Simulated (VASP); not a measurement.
# Mo in VASP: further runs

Runs on Mo. Level: PBE. Tasks: single point.

All numbers are computed with VASP 6.6.1; they aren't measurements. Logs are shortened: lines on timing, memory, paths and dates and some standing lists are left out, and cuts for length are marked.

**1. The cell of the first run**

The cell holds a slab with vacuum, 5 atoms: a = 2.721 Å, b = 2.721 Å, c = 23.887 Å, α = 90.00°, β = 90.00°, γ = 109.47°.

**2. Single point, PBE**

INCAR

```
ALGO = Normal ; DIPOL = 0.5 0.5 0.501
EDIFF = 1E-6 ; ENCUT = 520
GGA = PE ; IDIPOL = 3
ISIF = 2 ; ISMEAR = -1
LASPH = True ; LCHARG = True
LDIPOL = True ; LELF = True
LREAL = False ; LVACPOTAV = True
LVHAR = True ; LWAVE = False
NBANDS = 43 ; NELM = 100
PREC = Accurate ; SIGMA = 0.05
```

KPOINTS

```
k-points
0
Gamma
  10 10 1
```

POSCAR

```
Mo
1.0
    2.7210518187      0.0000000000      0.0000000000
   -0.9070172729      2.5654322573      0.0000000000
    0.0000000000      0.0000000000     23.8869180260
Mo
5
Direct
    0.5000000000      0.5000000000      0.3139793921
    0.0000000000      0.0000000000      0.4069896960
    0.5000000000      0.5000000000      0.5014281397
    0.0000000000      0.0000000000      0.5961103656
    0.5000000000      0.5000000000      0.6861655110
```

Potentials or basis: VASP PAW PBE potentials, release 64 (Mo_sv).

Run with:

```sh
cat potpaw_PBE.64/Mo_sv/POTCAR > POTCAR
mpirun -np 1 vasp_std > vasp.out
```

OUTCAR:

```text
EDIFF = 1E-6
   ENCUT = 520
   GGA = PE
   ISIF = 2
   ISMEAR = -1
   LASPH = True
   LREAL = False
   NELM = 100
   PREC = Accurate

 ion  position               nearest neighbor table
   1  0.500  0.500  0.314-   2 2.72   2 2.72   2 3.14   2 3.14
   2  0.000  0.000  0.407-   1 2.72   1 2.72   3 2.75   3 2.75   1 3.14   1 3.14   3 3.17   3 3.17

   3  0.500  0.500  0.501-   2 2.75   2 2.75   4 2.75   4 2.75   2 3.17   2 3.17   4 3.17   4 3.17

   4  0.000  0.000  0.596-   5 2.66   5 2.66   3 2.75   3 2.75   5 3.09   5 3.09   3 3.17   3 3.17

   5  0.500  0.500  0.686-   4 2.66   4 2.66   4 3.09   4 3.09

  LATTYP: Found a base centered orthorhombic cell.
 ALAT       =     3.1420000000
 B/A-ratio  =     1.4142135624
 C/A-ratio  =     7.6024564054

  Lattice vectors:

 A1 = (   2.7210518187,   0.0000000000,   0.0000000000)
 A2 = (  -0.9070172729,   2.5654322573,   0.0000000000)
 A3 = (   0.0000000000,   0.0000000000,  23.8869180260)

Analysis of symmetry for initial positions (statically):
=====================================================================
 Subroutine PRICEL returns:
 Original cell was already a primitive cell.

 Routine SETGRP: Setting up the symmetry group for a
 base centered orthorhombic supercell.

 Subroutine GETGRP returns: Found  4 space group operations
 (whereof  4 operations were pure point group operations)
 out of a pool of  8 trial point group operations.

The static configuration has the point symmetry C_2v.

Analysis of symmetry for dynamics (positions and initial velocities):
=====================================================================
 Subroutine PRICEL returns:
 Original cell was already a primitive cell.

 Routine SETGRP: Setting up the symmetry group for a
 base centered orthorhombic supercell.

 Subroutine GETGRP returns: Found  4 space group operations
 (whereof  4 operations were pure point group operations)
 out of a pool of  8 trial point group operations.

The dynamic configuration has the point symmetry C_2v.

 Subroutine INISYM returns: Found  4 space group operations
 (whereof  4 operations are pure point group operations),
 and found     1 'primitive' translations

----------------------------------------------------------------------------------------

                                     Primitive cell

  volume of cell :     166.7468

  direct lattice vectors                    reciprocal lattice vectors
     2.721051819  0.000000000  0.000000000     0.367504945  0.129932619  0.000000000
    -0.907017273  2.565432257  0.000000000     0.000000000  0.389797858  0.000000000
     0.000000000  0.000000000 23.886918026     0.000000000  0.000000000  0.041863919

  length of vectors
     2.721051819  2.721051819 23.886918026     0.389797858  0.389797858  0.041863919

  position of ions in fractional coordinates (direct lattice)
     0.500000000  0.500000000  0.313979392
     0.000000000  0.000000000  0.406989696
     0.500000000  0.500000000  0.501428140
     0.000000000  0.000000000  0.596110366
     0.500000000  0.500000000  0.686165511

  ion indices of the primitive-cell ions
   primitive index   ion index
                 1           1
                 2           2
                 3           3
                 4           4
                 5           5

----------------------------------------------------------------------------------------

 KPOINTS: k-points

Automatic generation of k-mesh.
 Grid dimensions read from file:
 generate k-points for:   10   10    1

 Generating k-lattice:

  Cartesian coordinates                     Fractional coordinates (reciprocal lattice)
     0.036750495  0.012993262  0.000000000     0.100000000  0.000000000  0.000000000
     0.000000000  0.038979786  0.000000000     0.000000000  0.100000000  0.000000000
     0.000000000  0.000000000  0.041863919     0.000000000  0.000000000  1.000000000

  Length of vectors
     0.038979786  0.038979786  0.041863919

  Shift w.r.t. Gamma in fractional coordinates (k-lattice)
     0.000000000  0.000000000  0.000000000

 Subroutine IBZKPT returns following result:
 ===========================================

 Found     31 irreducible k-points:

 Following reciprocal coordinates:
            Coordinates               Weight
  0.000000  0.000000  0.000000      1.000000
  0.100000 -0.000000  0.000000      4.000000
  0.200000 -0.000000  0.000000      4.000000
  0.300000 -0.000000  0.000000      4.000000
  0.400000 -0.000000  0.000000      4.000000
  0.500000 -0.000000  0.000000      2.000000
[... 16 lines left out ...]
  0.300000  0.300000  0.000000      2.000000
  0.400000  0.300000  0.000000      4.000000
 [... further k-points ...]
   k-points           NKPTS =     31   k-points in BZ     NKDIM =     31   number of bands    NBANDS=     43
   number of dos      NEDOS =    301   number of ions     NIONS =      5
   total plane-waves  NPLWV =  72000
   dimension x,y,z NGX =    20 NGY =   20 NGZ =  180
   dimension x,y,z NGXF=    40 NGYF=   40 NGZF=  360
   ions per type =               5
   NGX,Y,Z   is equivalent  to a cutoff of  12.22, 12.22, 12.53 a.u.
   NGXF,Y,Z  is equivalent  to a cutoff of  24.44, 24.44, 25.05 a.u.
 SYSTEM =  unknown system
   PREC   = accura    normal or accurate (medium, high low for compatibility)
   ISTART =      0    job   : 0-new  1-cont  2-samecut
   ICHARG =      2    charge: 1-file 2-atom 10-const
   ISPIN  =      1    spin polarized calculation?
   LNONCOLLINEAR =      F non collinear calculations
   LSORBIT =      F    spin-orbit coupling
   LASPH  =      T    aspherical Exc in radial PAW
   ENCUT  =  520.0 eV  38.22 Ry    6.18 a.u.   5.06  5.06 44.41*2*pi/ulx,y,z
   NELM   =    100;   NELMIN=  2; NELMDL= -5     # of ELM steps
   EDIFF  = 0.1E-05   stopping-criterion for ELM
   LREAL  =      F    real-space projection
   EDIFFG = 0.1E-04   stopping-criterion for IOM
   NSW    =      0    number of steps for IOM
   IBRION =     -1    ionic relax: 0-MD 1-quasi-New 2-CG
   NFREE  =      0    steps in history (QN), initial steepest desc. (CG)
   ISIF   =      2    stress and relaxation
   ISYM   =      2    0-nonsym 1-usesym 2-fastsym
   POTIM  = 0.5000    time-step for ionic-motion
   TEBEG  =    0.0;   TEEND  =   0.0 temperature during run
   PSTRESS=    0.0 pullay stress
   NELECT =      70.0000    total number of electrons
   NUPDOWN=      -1.0000    fix difference up-down
   EMIN   =  10.00;   EMAX   =-10.00  energy-range for DOS
   EFERMI =   0.00;   METHOD = LEGACY
   ISMEAR =    -1;   SIGMA  =   0.05  broadening in eV -4-tet -1-fermi 0-gaus
   EFERMI_NEDOS =   21; number of points for ismear=-14 and -15
   IALGO  =     38    algorithm
   IMIX   =      4    mixing-type and parameters
     AMIX     =   0.40;   BMIX     =  1.00
     AMIX_MAG =   1.60;   BMIX_MAG =  1.00
  volume/ion in A,a.u.               =      33.35       225.05
  Fermi-wavevector in a.u.,A,eV,Ry     =   1.225806  2.316437 20.444113  1.502600
  Thomas-Fermi vector in A             =   2.360830
   LORBIT       =      0    0 simple, 1 ext, 2 COOP (PROOUT), +10 PAW based schemes
   GGA     = PE    functional components
   LHFCALC =     F    Hartree Fock is set to
   AEXX    =    0.0000 exact exchange contribution
   IVDW    =     0    specifies the selected vdW correction
   LEPSILON=     F    determine dielectric tensor
   LRPA    =     F    only Hartree local field effects (RPA)
 non-spin polarized calculation
  energy-cutoff  :      520.00
  volume of cell :      166.75
 maximum number of plane-waves:      4558
   NGX = 11   NGY = 11   NGZ = 89

 dipolmoment           0.000000      0.000000      0.004392 electrons x Angstroem

 number of electron      69.9999986 magnetization

 dipolmoment           0.000000      0.000000     -0.003826 electrons x Angstroem

 Free energy of the ion-electron system (eV)
  ---------------------------------------------------
  ext. energy  EPLUGINS =         0.00000000
  ---------------------------------------------------
  free energy    TOTEN  =       -52.21708741 eV

  energy without entropy =      -52.17724767  energy(sigma->0) =      -52.19716754

 E-fermi :   3.5788     XC(G=0):  -7.1518

 val. band max:        3.5582253724   @ k =  -0.3000   0.3000   0.0000
 cond. band min:       3.5891978374   @ k =  -0.2000   0.1000   0.0000
 fundamental gap:      0.0309724650
 Fermi energy:         3.5788353067

 k-point     1 :       0.0000    0.0000    0.0000
  band No.  band energies     occupation
      1     -57.7744      2.00000
      2     -57.7144      2.00000
      3     -57.6039      2.00000
      4     -57.4239      2.00000
      5     -57.4032      2.00000
      6     -32.3410      2.00000
[... 35 lines left out ...]
     42       4.9716      0.00000
     43       5.2030      0.00000

 k-point     2 :       0.1000   -0.0000    0.0000
  band No.  band energies     occupation
      1     -57.7567      2.00000
      2     -57.6996      2.00000
      3     -57.5936      2.00000
      4     -57.4128      2.00000
      5     -57.3928      2.00000
      6     -32.3054      2.00000
[... 35 lines left out ...]
     42       4.8993      0.00000
     43       5.1473      0.00000

 k-point     3 :       0.2000   -0.0000    0.0000
  band No.  band energies     occupation
      1     -57.7090      2.00000
      2     -57.6604      2.00000
      3     -57.5675      2.00000
      4     -57.3837      2.00000
      5     -57.3657      2.00000
      6     -32.2110      2.00000
[... 35 lines left out ...]
     42       4.9017      0.00000
     43       5.1604      0.00000

 k-point     4 :       0.3000   -0.0000    0.0000
  band No.  band energies     occupation
      1     -57.6456      2.00000
      2     -57.6110      2.00000
      3     -57.5389      2.00000
      4     -57.3475      2.00000
      5     -57.3323      2.00000
      6     -32.1633      2.00000
[... 863 lines left out ...]
     42       3.7553      0.05698
     43       4.1706      0.00001

 k-point    23 :       0.3000    0.3000    0.0000
  band No.  band energies     occupation
      1     -57.5267      2.00000
      2     -57.5187      2.00000
      3     -57.4892      2.00000
      4     -57.2732      2.00000
      5     -57.2612      2.00000
      6     -32.1485      2.00000
[... 35 lines left out ...]
     42       5.7955      0.00000
     43       5.8370      0.00000

 k-point    24 :       0.4000    0.3000    0.0000
  band No.  band energies     occupation
      1     -57.5181      2.00000
      2     -57.4997      2.00000
      3     -57.4501      2.00000
      4     -57.2474      2.00000
      5     -57.2339      2.00000
      6     -32.2017      2.00000
[... 35 lines left out ...]
     42       5.9068      0.00000
     43       6.0601      0.00000

 [... further k-points ...]

------------------------ aborting loop because EDIFF is reached ----------------------------------------

  FORCE on cell =-STRESS in cart. coord.  units (eV):
  Direction    XX          YY          ZZ          XY          YZ          ZX
  --------------------------------------------------------------------------------------
  -------------------------------------------------------------------------------------
  Total       -1.8929893     -1.8784937     -1.0372770      0.0204999      0.0000000      0.0000000
  in kB      -18.1886830    -18.0494029     -9.9666190      0.1969718      0.0000000      0.0000000
  external PRESSURE =     -15.4015683 kB  Pullay stress =       0.0000000 kB

 VOLUME and BASIS-vectors are now :
 -----------------------------------------------------------------------------
  energy-cutoff  :      520.00
  volume of cell :      166.75
      direct lattice vectors                 reciprocal lattice vectors
     2.721051819  0.000000000  0.000000000     0.367504945  0.129932619  0.000000000
    -0.907017273  2.565432257  0.000000000     0.000000000  0.389797858  0.000000000
     0.000000000  0.000000000 23.886918026     0.000000000  0.000000000  0.041863919

 POSITION                                       TOTAL-FORCE (eV/Angst)
 -----------------------------------------------------------------------------------
      0.90702      1.28272      7.50000         0.000000      0.000000      0.453218
      0.00000      0.00000      9.72173        -0.000000      0.000000     -0.454535
      0.90702      1.28272     11.97757         0.000000      0.000000      0.004951
      0.00000      0.00000     14.23924         0.000000      0.000000     -0.002805
      0.90702      1.28272     16.39038         0.000000      0.000000     -0.000830
 -----------------------------------------------------------------------------------
    total drift:                               -0.000000     -0.000000      0.000129

  FREE ENERGIE OF THE ION-ELECTRON SYSTEM (eV)
  ---------------------------------------------------
  free  energy   TOTEN  =       -52.2170874123 eV

  energy  without entropy=      -52.1772476723  energy(sigma->0) =      -52.19716754

 vacuum level on the upper side and lower side of the slab         8.111         8.210
```

Wall time 12 min (1 thread of AMD EPYC 7R13, shared host); peak memory 0.31 GiB.

What came out:

```yaml
Free_energy: -52.2171 eV
Largest_force: 0.455 eV/Å
Band_gap_on_the_k_mesh: zero (bands 35 and 36 overlap by 2.16 eV)
```

Forces on the atoms (eV/Å):
```
Mo   0.000  0.000  0.453
Mo   0.000  0.000 -0.455
Mo   0.000  0.000  0.005
Mo   0.000  0.000 -0.003
Mo   0.000  0.000 -0.001
```

Levels at points of the mesh, in eV from the Fermi level:
| k point | band 31 | band 32 | band 33 | band 34 | band 35 | band 36 | band 37 | band 38 | band 39 | band 40 |
| --- | --- | --- | --- | --- | --- | --- | --- | --- | --- | --- |
| (0.00, 0.00, 0.00) | -1.56 | -1.48 | -1.35 | -1.05 | -0.93 | -0.21 | 0.36 | 1.06 | 1.20 | 1.28 |
| (0.50, 0.00, 0.00) | -1.35 | -0.75 | -0.16 | 0.82 | 1.40 | 1.43 | 1.43 | 1.66 | 1.73 | 1.91 |
| (0.50, 0.50, 0.00) | -1.29 | -0.49 | 0.47 | 0.60 | 0.73 | 1.30 | 1.50 | 1.76 | 2.51 | 3.12 |

**3. Single point, PBE**

INCAR

```
ALGO = Normal
DIPOL = 0.5 0.5 0.501
EDIFF = 1E-7
ENCUT = 520
GGA = PE
IDIPOL = 3
ISIF = 2
ISMEAR = -1
LASPH = T
LCHARG = F
LDIPOL = T
LREAL = F
LWAVE = F
NBANDS = 43
NELM = 80
PREC = Accurate
SIGMA = 0.05
```

KPOINTS is that of step 2.

POSCAR

```
Mo
1.0
    2.7210518187      0.0000000000      0.0000000000
   -0.9070172729      2.5654322573      0.0000000000
    0.0000000000      0.0000000000     23.8869180260
Mo
5
Direct
    0.5000000000      0.5000000000      0.3139793921
    0.0000000000      0.0000000000      0.4069896960
    0.5000000000      0.5000000000      0.5014321227
    0.0000000000      0.0000000000      0.5961224278
    0.5000000000      0.5000000000      0.6861698822
```

Potentials or basis: VASP PAW PBE potentials, release 64 (Mo_sv).

Run with:

```sh
cat potpaw_PBE.64/Mo_sv/POTCAR > POTCAR
mpirun -np 1 vasp_std > vasp.out
```

Wall time 13 min (1 thread of AMD EPYC 7R13, shared host); peak memory 0.31 GiB.

The run converged. Its results:

- Free energy: -52.2171 eV
- Largest force: 0.454 eV/Å
- Band gap on the k mesh: zero (bands 35 and 36 overlap by 2.16 eV)

Forces on the atoms (eV/Å):
```
Mo   0.000  0.000  0.453
Mo   0.000  0.000 -0.454
Mo   0.000  0.000  0.005
Mo   0.000  0.000 -0.005
Mo   0.000  0.000  0.000
```

Levels at points of the mesh, in eV from the Fermi level:
```tsv
k point	band 32	band 33	band 34	band 35	band 36	band 37	band 38	band 39
(0.00, 0.00, 0.00)	-1.48	-1.35	-1.05	-0.93	-0.21	0.36	1.06	1.20
(0.50, 0.00, 0.00)	-0.75	-0.16	0.82	1.40	1.43	1.43	1.66	1.73
(0.50, 0.50, 0.00)	-0.49	0.47	0.60	0.73	1.30	1.50	1.76	2.51
```
